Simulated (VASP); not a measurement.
# Sb (P6_3/mmc) in VASP: notebook

Sb is run at these levels: PBE; tasks: single point, relaxation of cell and atoms.

Program: VASP 6.6.1. These are calculated values, not measurements. Logs are shortened: lines on timing, memory, paths and dates and some standing lists are left out, and cuts for length are marked.

## Step 1: The cell of the first run

It takes space group P6_3/mmc (No. 194, hexagonal). The conventional cell has a = 3.111 Å, b = 3.111 Å, c = 4.983 Å, α = 90.00°, β = 90.00°, γ = 120.00°. Sb (site symmetry -6m2) has 12 Sb at 3.07 to 3.11 Å within 4.0 Å.

## Step 2: Single point, PBE

INCAR

```
PREC     = Accurate       # precision mode
ENCUT    = 520            # plane-wave cutoff, eV
EDIFF    = 1E-7           # SCF threshold, eV
ISMEAR   = -1             # smearing method
SIGMA    = 0.1            # smearing width, eV
LREAL    = False          # projectors in reciprocal space
LASPH    = True           # aspherical terms in the spheres
NELM     = 100            # most SCF steps
ALGO     = Normal         # electronic algorithm
ISIF     = 2              # what is computed and relaxed
LWAVE    = False          # write WAVECAR
LCHARG   = False          # write CHGCAR
GGA      = PE             # functional
NBANDS   = 12             # bands
```

KPOINTS

```
regular mesh
0
Gamma
  8 8 5
```

POSCAR

```
Sb
1.0
    3.1106700238      0.0000000000      0.0000000000
   -1.5553350119      2.6939192634      0.0000000000
    0.0000000000      0.0000000000      4.9833126328
Sb
2
Direct
    0.3333333333      0.6666666667      0.2500000000
    0.6666666667      0.3333333333      0.7500000000
```

Potentials or basis: VASP PAW PBE potentials, release 64 (Sb).

Launch:

```
cat potpaw_PBE.64/Sb/POTCAR > POTCAR
mpirun -np 1 vasp_std > vasp.out
```

OUTCAR:

```text
PREC = Accurate
   ENCUT = 520
   EDIFF = 1E-7
   ISMEAR = -1
   LREAL = False
   LASPH = True
   NELM = 100
   ISIF = 2
   GGA = PE

 ion  position               nearest neighbor table
   1  0.333  0.667  0.250-   2 3.07   2 3.07   2 3.07   2 3.07   2 3.07   2 3.07
   2  0.667  0.333  0.750-   1 3.07   1 3.07   1 3.07   1 3.07   1 3.07   1 3.07

  LATTYP: Found a hexagonal cell.
 ALAT       =     3.1106700238
 C/A-ratio  =     1.6020061899

  Lattice vectors:

 A1 = (   3.1106700238,   0.0000000000,   0.0000000000)
 A2 = (  -1.5553350119,   2.6939192634,   0.0000000000)
 A3 = (   0.0000000000,   0.0000000000,   4.9833126328)

Analysis of symmetry for initial positions (statically):
=====================================================================
 Subroutine PRICEL returns:
 Original cell was already a primitive cell.

 Routine SETGRP: Setting up the symmetry group for a
 hexagonal supercell.

 Subroutine GETGRP returns: Found 24 space group operations
 (whereof 12 operations were pure point group operations)
 out of a pool of 24 trial point group operations.

The static configuration has the point symmetry D_3d.
 The point group associated with its full space group is D_6h.

Analysis of symmetry for dynamics (positions and initial velocities):
=====================================================================
 Subroutine PRICEL returns:
 Original cell was already a primitive cell.

 Routine SETGRP: Setting up the symmetry group for a
 hexagonal supercell.

 Subroutine GETGRP returns: Found 24 space group operations
 (whereof 12 operations were pure point group operations)
 out of a pool of 24 trial point group operations.

The dynamic configuration has the point symmetry D_3d.
 The point group associated with its full space group is D_6h.

 Subroutine INISYM returns: Found 24 space group operations
 (whereof 12 operations are pure point group operations),
 and found     1 'primitive' translations

----------------------------------------------------------------------------------------

                                     Primitive cell

  volume of cell :      41.7596

  direct lattice vectors                    reciprocal lattice vectors
     3.110670024  0.000000000  0.000000000     0.321474149  0.185603187  0.000000000
    -1.555335012  2.693919263  0.000000000     0.000000000  0.371206373  0.000000000
     0.000000000  0.000000000  4.983312633     0.000000000  0.000000000  0.200669730

  length of vectors
     3.110670024  3.110670024  4.983312633     0.371206373  0.371206373  0.200669730

  position of ions in fractional coordinates (direct lattice)
     0.333333333  0.666666667  0.250000000
     0.666666667  0.333333333  0.750000000

  ion indices of the primitive-cell ions
   primitive index   ion index
                 1           1
                 2           2

----------------------------------------------------------------------------------------

 KPOINTS: regular mesh

Automatic generation of k-mesh.
 Grid dimensions read from file:
 generate k-points for:    8    8    5

 Generating k-lattice:

  Cartesian coordinates                     Fractional coordinates (reciprocal lattice)
     0.040184269  0.023200398  0.000000000     0.125000000  0.000000000  0.000000000
     0.000000000  0.046400797  0.000000000     0.000000000  0.125000000  0.000000000
     0.000000000  0.000000000  0.040133946     0.000000000  0.000000000  0.200000000

  Length of vectors
     0.046400797  0.046400797  0.040133946

  Shift w.r.t. Gamma in fractional coordinates (k-lattice)
     0.000000000  0.000000000  0.000000000

 Subroutine IBZKPT returns following result:
 ===========================================

 Found     30 irreducible k-points:

 Following reciprocal coordinates:
            Coordinates               Weight
  0.000000  0.000000  0.000000      1.000000
  0.125000 -0.000000  0.000000      6.000000
  0.250000 -0.000000  0.000000      6.000000
  0.375000 -0.000000  0.000000      6.000000
  0.500000 -0.000000  0.000000      3.000000
  0.125000  0.125000  0.000000      6.000000
[... 16 lines left out ...]
  0.250000 -0.000000  0.400000     12.000000
  0.375000 -0.000000  0.400000     12.000000
 [... further k-points ...]
   k-points           NKPTS =     30   k-points in BZ     NKDIM =     30   number of bands    NBANDS=     12
   number of dos      NEDOS =    301   number of ions     NIONS =      2
   total plane-waves  NPLWV =  23040
   dimension x,y,z NGX =    24 NGY =   24 NGZ =   40
   dimension x,y,z NGXF=    48 NGYF=   48 NGZF=   80
   ions per type =               2
   NGX,Y,Z   is equivalent  to a cutoff of  12.83, 12.83, 13.34 a.u.
   NGXF,Y,Z  is equivalent  to a cutoff of  25.65, 25.65, 26.69 a.u.
 SYSTEM =  unknown system
   PREC   = accura    normal or accurate (medium, high low for compatibility)
   ISTART =      0    job   : 0-new  1-cont  2-samecut
   ICHARG =      2    charge: 1-file 2-atom 10-const
[... 21 lines left out ...]
   ISMEAR =    -1;   SIGMA  =   0.10  broadening in eV -4-tet -1-fermi 0-gaus
   EFERMI_NEDOS =   21; number of points for ismear=-14 and -15
   IALGO  =     38    algorithm
   IMIX   =      4    mixing-type and parameters
     AMIX     =   0.40;   BMIX     =  1.00
     AMIX_MAG =   1.60;   BMIX_MAG =  1.00
  volume/ion in A,a.u.               =      20.88       140.90
  Fermi-wavevector in a.u.,A,eV,Ry     =   1.016614  1.921121 14.061667  1.033503
  Thomas-Fermi vector in A             =   2.149967
   LORBIT       =      0    0 simple, 1 ext, 2 COOP (PROOUT), +10 PAW based schemes
   GGA     = PE    functional components
   LHFCALC =     F    Hartree Fock is set to
   AEXX    =    0.0000 exact exchange contribution
   IVDW    =     0    specifies the selected vdW correction
   LEPSILON=     F    determine dielectric tensor
   LRPA    =     F    only Hartree local field effects (RPA)
 non-spin polarized calculation
  energy-cutoff  :      520.00
  volume of cell :       41.76
 maximum number of plane-waves:      1138
 NGX is ok and might be reduce to    24
   NGX = 11   NGY = 11   NGZ = 19

 number of electron      10.0000001 magnetization

 Free energy of the ion-electron system (eV)
  ---------------------------------------------------
  ext. energy  EPLUGINS =         0.00000000
  ---------------------------------------------------
  free energy    TOTEN  =        -6.80509171 eV

  energy without entropy =       -6.76128204  energy(sigma->0) =       -6.78318688

 E-fermi :  12.3228     XC(G=0): -11.3830

 val. band max:       12.3063364026   @ k =   0.3750   0.2500   0.0000
 cond. band min:      12.3740285239   @ k =   0.3750   0.1250   0.0000
 fundamental gap:      0.0676921214
 Fermi energy:        12.3227721001

 k-point     1 :       0.0000    0.0000    0.0000
  band No.  band energies     occupation
      1      -2.9695      2.00000
      2       2.6313      2.00000
      3       4.6651      2.00000
      4      16.8565      0.00000
      5      16.8565      0.00000
      6      19.0754      0.00000
      7      19.0754      0.00000
      8      20.2752      0.00000
      9      20.8852      0.00000
     10      21.2881      0.00000
     11      23.4726      0.00000
     12      23.4726      0.00000

 k-point     2 :       0.1250   -0.0000    0.0000
  band No.  band energies     occupation
      1      -2.6286      2.00000
      2       2.9423      2.00000
      3       5.0239      2.00000
      4      13.8887      0.00000
      5      15.5762      0.00000
      6      17.6210      0.00000
      7      19.5231      0.00000
      8      19.5815      0.00000
      9      20.0663      0.00000
     10      22.4590      0.00000
     11      22.4650      0.00000
     12      23.2159      0.00000

 k-point     3 :       0.2500   -0.0000    0.0000
  band No.  band energies     occupation
      1      -1.6076      2.00000
      2       3.8510      2.00000
      3       6.0777      2.00000
      4       9.8290      2.00000
      5      13.9428      0.00000
      6      14.6301      0.00000
      7      16.6868      0.00000
      8      17.8662      0.00000
      9      18.6691      0.00000
     10      21.5539      0.00000
     11      22.7876      0.00000
     12      22.7916      0.00000
[... 286 lines left out ...]
 k-point    23 :       0.2500   -0.0000    0.4000
  band No.  band energies     occupation
      1      -0.5821      2.00000
      2       0.6893      2.00000
      3      10.2695      2.00000
      4      11.5646      1.99898
      5      11.9640      1.94616
      6      14.8925      0.00000
      7      15.0162      0.00000
      8      16.2660      0.00000
      9      18.3366      0.00000
     10      19.2334      0.00000
     11      22.4306      0.00000
     12      25.2756      0.00000

 k-point    24 :       0.3750   -0.0000    0.4000
  band No.  band energies     occupation
      1       1.0852      2.00000
      2       2.3234      2.00000
      3       6.9965      2.00000
      4       8.2258      2.00000
      5      12.8416      0.01110
      6      13.9563      0.00000
      7      15.2392      0.00000
      8      15.4647      0.00000
      9      17.7242      0.00000
     10      18.7017      0.00000
     11      19.9003      0.00000
     12      22.5988      0.00000

 [... further k-points ...]
[... 5 lines left out ...]
  --------------------------------------------------------------------------------------
  -------------------------------------------------------------------------------------
  Total        7.8391526      7.8391526      7.8333180      0.0000000     -0.0000000      0.0000000
  in kB      300.7620571    300.7620571    300.5382048      0.0000000     -0.0000000      0.0000000
  external PRESSURE =     300.6874396 kB  Pullay stress =       0.0000000 kB

 VOLUME and BASIS-vectors are now :
 -----------------------------------------------------------------------------
  energy-cutoff  :      520.00
  volume of cell :       41.76
      direct lattice vectors                 reciprocal lattice vectors
     3.110670024  0.000000000  0.000000000     0.321474149  0.185603187  0.000000000
    -1.555335012  2.693919263  0.000000000     0.000000000  0.371206373  0.000000000
     0.000000000  0.000000000  4.983312633     0.000000000  0.000000000  0.200669730

 POSITION                                       TOTAL-FORCE (eV/Angst)
 -----------------------------------------------------------------------------------
     -0.00000      1.79595      1.24583        -0.000000     -0.000000      0.000000
      1.55534      0.89797      3.73748         0.000000      0.000000      0.000000
 -----------------------------------------------------------------------------------
    total drift:                               -0.000000      0.000000      0.000000

  FREE ENERGIE OF THE ION-ELECTRON SYSTEM (eV)
  ---------------------------------------------------
  free  energy   TOTEN  =        -6.8050917082 eV

  energy  without entropy=       -6.7612820431  energy(sigma->0) =       -6.78318688
```

Run time: 12 s. Hardware: 1 thread of Intel Xeon Platinum 8488C (Sapphire Rapids), shared host; peak memory 0.15 GiB.

Results:

```
Free energy            : -6.8051 eV
Pressure               : 30.1 GPa
Band gap on the k mesh : zero (band 5 reaches 17.66 eV, above the bottom of band 6 at 9.47 eV)
```

Caveat: spin-orbit coupling is left out, which moves the levels of the heavy elements.

## Step 3: Single point, PBE

This run uses another cell than the first one, of 22.21 Å³/atom, 1.064 times its volume.

INCAR

```
ALGO     = Normal         # electronic algorithm
EDIFF    = 1E-6           # SCF threshold, eV
ENCUT    = 520            # plane-wave cutoff, eV
GGA      = PE             # functional
ISIF     = 2              # what is computed and relaxed
ISMEAR   = -1             # smearing method
LASPH    = True           # aspherical terms in the spheres
LCHARG   = False          # write CHGCAR
LREAL    = False          # projectors in reciprocal space
LWAVE    = False          # write WAVECAR
NBANDS   = 12             # bands
NELM     = 80             # most SCF steps
PREC     = Accurate       # precision mode
SIGMA    = 0.1            # smearing width, eV
```

KPOINTS

```
k-points
0
Gamma
  8 8 5
```

POSCAR

```
Sb
1.0
    3.1720573928      0.0000000000      0.0000000000
   -1.5860286964      2.7470822844      0.0000000000
    0.0000000000      0.0000000000      5.0970961944
Sb
2
Direct
    0.3333333333      0.6666666667      0.2500000000
    0.6666666667      0.3333333333      0.7500000000
```

Potentials or basis: VASP PAW PBE potentials, release 64 (Sb).

Launch:

```
cat potpaw_PBE.64/Sb/POTCAR > POTCAR
mpirun -np 1 vasp_std > vasp.out
```

It took 14 s on 1 thread of Intel Xeon Platinum 8488C (Sapphire Rapids), shared host; peak memory 0.16 GiB.

Results (log left out):

```
Free energy            : -7.2160 eV
Pressure               : 20.0 GPa
Band gap on the k mesh : zero (band 5 reaches 16.33 eV, above the bottom of band 6 at 8.67 eV)
```

Levels at points of the mesh, in eV from the Fermi level:
```csv
k point,band 1,band 2,band 3,band 4,band 5,band 6,band 7,band 8,band 9,band 10
"(0.00, 0.00, 0.00)",-14.68,-9.55,-7.19,4.25,4.25,6.35,6.35,7.28,8.33,8.97
"(0.50, 0.00, 0.00)",-10.19,-8.80,-4.51,-3.49,-2.96,-0.56,0.19,4.29,4.59,7.92
```

Caveat: spin-orbit coupling is left out, which moves the levels of the heavy elements.

## Step 4: Single point, PBE

This run uses another cell than the first one, of 24.08 Å³/atom, 1.153 times its volume.

INCAR

```
PREC = Accurate ; ENCUT = 520
EDIFF = 1E-7 ; ISMEAR = -1
SIGMA = 0.1 ; LREAL = F
LASPH = T ; NELM = 60
ALGO = Normal ; ISIF = 2
LWAVE = F ; LCHARG = T
GGA = PE ; LELF = T
LVHAR = T ; NBANDS = 12
```

KPOINTS

```
regular mesh
0
Gamma
  8 8 5
```

POSCAR

```
Sb
1.0
    3.2547575737      0.0000000000      0.0000000000
   -1.6273787868      2.8187027420      0.0000000000
    0.0000000000      0.0000000000      5.2489036621
Sb
2
Direct
    0.3333333333      0.6666666667      0.2500000000
    0.6666666667      0.3333333333      0.7500000000
```

Launch:

```
cat potpaw_PBE.64/Sb/POTCAR > POTCAR
mpirun -np 1 vasp_std > vasp.out
```

Wall time 10 s (1 thread of Intel Xeon Platinum 8488C (Sapphire Rapids), shared host); peak memory 0.16 GiB.

The run converged. Its results:

```yaml
Free_energy: -7.5568 eV
Pressure: 9.9 GPa
Band_gap_on_the_k_mesh: zero (band 5 reaches 14.68 eV, above the bottom of band 6 at 7.69 eV)
```

Levels at points of the mesh, in eV from the Fermi level:
| k point | band 2 | band 3 | band 4 | band 5 | band 6 | band 7 | band 8 | band 9 |
| --- | --- | --- | --- | --- | --- | --- | --- | --- |
| (0.00, 0.00, 0.00) | -9.38 | -6.62 | 3.89 | 3.89 | 5.80 | 5.80 | 6.45 | 7.99 |
| (0.50, 0.00, 0.00) | -8.46 | -4.51 | -3.32 | -2.69 | -0.40 | 0.22 | 4.15 | 4.29 |

Caveat: spin-orbit coupling is left out, which moves the levels of the heavy elements.

## Step 5: Single point, PBE

This run uses another cell than the first one, of 27.29 Å³/atom, 1.307 times its volume.

INCAR

```
  ALGO = Normal
  EDIFF = 1E-6
  ENCUT = 520
  GGA = PE
  ISIF = 2
  ISMEAR = -1
  LASPH = T
  LCHARG = F
  LREAL = F
  LWAVE = F
  NBANDS = 12
  NELM = 80
  PREC = Accurate
  SIGMA = 0.1
```

KPOINTS

```
k-points
0
Gamma
  8 8 5
```

POSCAR

```
Sb
1.0
    3.3881606995      0.0000000000      0.0000000000
   -1.6940803497      2.9342332378      0.0000000000
    0.0000000000      0.0000000000      5.4904128590
Sb
2
Direct
    0.3333333333      0.6666666667      0.2500000000
    0.6666666667      0.3333333333      0.7500000000
```

Launch:

```
cat potpaw_PBE.64/Sb/POTCAR > POTCAR
mpirun -np 1 vasp_std > vasp.out
```

It took 15 s on 1 thread of Intel Xeon Platinum 8488C (Sapphire Rapids), shared host; peak memory 0.17 GiB.

It converged, with:

- Free energy: -7.7289 eV
- Pressure: -0.1 GPa
- Band gap on the k mesh: zero (band 5 reaches 12.32 eV, above the bottom of band 6 at 6.32 eV)

Levels at points of the mesh, in eV from the Fermi level:
```csv
k point,band 3,band 4,band 5,band 6,band 7,band 8
"(0.00, 0.00, 0.00)",-5.77,3.37,3.37,4.99,4.99,5.35
"(0.50, 0.00, 0.00)",-4.33,-3.03,-2.30,-0.17,0.26,3.52
```

Caveat: spin-orbit coupling is left out, which moves the levels of the heavy elements.

## Step 6: Relaxation of cell and atoms, PBE

This run uses another cell than the first one, of 30.32 Å³/atom, 1.452 times its volume.

INCAR

```
PREC     = Accurate       # precision mode
ENCUT    = 600            # plane-wave cutoff, eV
EDIFF    = 1E-7           # SCF threshold, eV
ISMEAR   = -1             # smearing method
SIGMA    = 0.1            # smearing width, eV
LREAL    = False          # projectors in reciprocal space
LASPH    = True           # aspherical terms in the spheres
NELM     = 60             # most SCF steps
ALGO     = Normal         # electronic algorithm
ISIF     = 3              # what is computed and relaxed
LWAVE    = False          # write WAVECAR
LCHARG   = False          # write CHGCAR
GGA      = PE             # functional
IBRION   = 2              # ionic algorithm
NSW      = 80             # ionic steps
EDIFFG   = -0.02          # ionic threshold
```

KPOINTS

```
Automatic mesh
0
Gamma
  8 8 5
```

POSCAR

```
Sb
1.0
    3.5000000000      0.0000000000      0.0000000000
   -1.7500000000      3.0310889132      0.0000000000
    0.0000000000      0.0000000000      5.7155000000
Sb
2
Direct
    0.3333333333      0.6666666667      0.2500000000
    0.6666666667      0.3333333333      0.7500000000
```

Potentials or basis: VASP PAW PBE potentials, release 64 (Sb).

Launch:

```
cat potpaw_PBE.64/Sb/POTCAR > POTCAR
mpirun -np 1 vasp_std > vasp.out
```

Run time: 81 s. Hardware: 1 thread of Intel Xeon Platinum 8488C (Sapphire Rapids), shared host; peak memory 0.2 GiB.

The run converged. Its results:

| Property | Result |
| --- | --- |
| Free energy | -7.7291 eV |
| Relaxed volume | 27.26 Å³/atom |
| Relaxed cell | a = 3.394 Å, b = 3.394 Å, c = 5.467 Å, α = 90.00°, β = 90.00°, γ = 120.00° |
| Space group after relaxing (to 0.05 Å) | P6_3/mmc (No. 194) |
| Energy gained by relaxing | 52.7 meV/atom |
| Ionic steps | 7 |
| Pressure after relaxing | -0.1 GPa |
| Band gap on the k mesh | zero (band 5 reaches 12.28 eV, above the bottom of band 6 at 6.33 eV) |

Stress tensor (GPa, compression positive):
```
-0.10  0.00  0.00
 0.00 -0.10  0.00
 0.00  0.00 -0.01
```

The path:
```
step  energy change (eV)  largest force (eV/Å)  pressure (GPa)  volume (Å³)
   1              0.0000                0.0000           -4.95        60.63
   2             -0.0950                0.0000            2.01        52.79
   3             -0.1051                0.0000            0.00        54.47
   4             -0.1051                0.0000           -0.12        54.58
   5             -0.1052                0.0000           -0.12        54.58
   6             -0.1053                0.0000           -0.11        54.56
   7             -0.1053                0.0000           -0.07        54.53
```

Final structure:
```
Sb
1.0
     3.39375    0.00000    0.00000
    -1.69687    2.93907    0.00000
     0.00000    0.00000    5.46653
Sb
2
Direct
  0.33333 0.66667 0.25000
  0.66667 0.33333 0.75000
```

Levels at points of the mesh, in eV from the Fermi level:
```
           k point  band 3  band 4  band 5  band 6  band 7  band 8
(0.00, 0.00, 0.00)   -5.77    3.31    3.31    4.96    4.96    5.45
(0.50, 0.00, 0.00)   -4.30   -2.99   -2.31   -0.17    0.22    3.53
```

Caveat: spin-orbit coupling is left out, which moves the levels of the heavy elements.

## Step 7: The runs side by side

```tsv
task	cell	cutoff (eV)	gap on the mesh (eV)	pressure (GPa)
single point	a = 3.111, b = 3.111, c = 4.983 Å, angles 90.0, 90.0, 120.0°, 2 atoms	520	none	30.1
single point	a = 3.172, b = 3.172, c = 5.097 Å, angles 90.0, 90.0, 120.0°, 2 atoms	520	none	20.0
single point	a = 3.255, b = 3.255, c = 5.249 Å, angles 90.0, 90.0, 120.0°, 2 atoms	520	none	9.9
single point	a = 3.388, b = 3.388, c = 5.490 Å, angles 90.0, 90.0, 120.0°, 2 atoms	520	none	-0.1
relaxation of cell and atoms	relaxed from a = 3.500, b = 3.500, c = 5.715 Å, angles 90.0, 90.0, 120.0°, 2 atoms	600	none	-0.1
```

Alike in all rows: level PBE; potentials or basis VASP PAW PBE potentials, release 64 (Sb); no spin polarisation; k mesh 8 × 8 × 5; smearing fermi-dirac 0.1 eV.

Caveats: spin-orbit coupling is left out, which moves the levels of the heavy elements.

Total energies depend on the potentials used, so only differences within one code and one set of settings carry meaning.
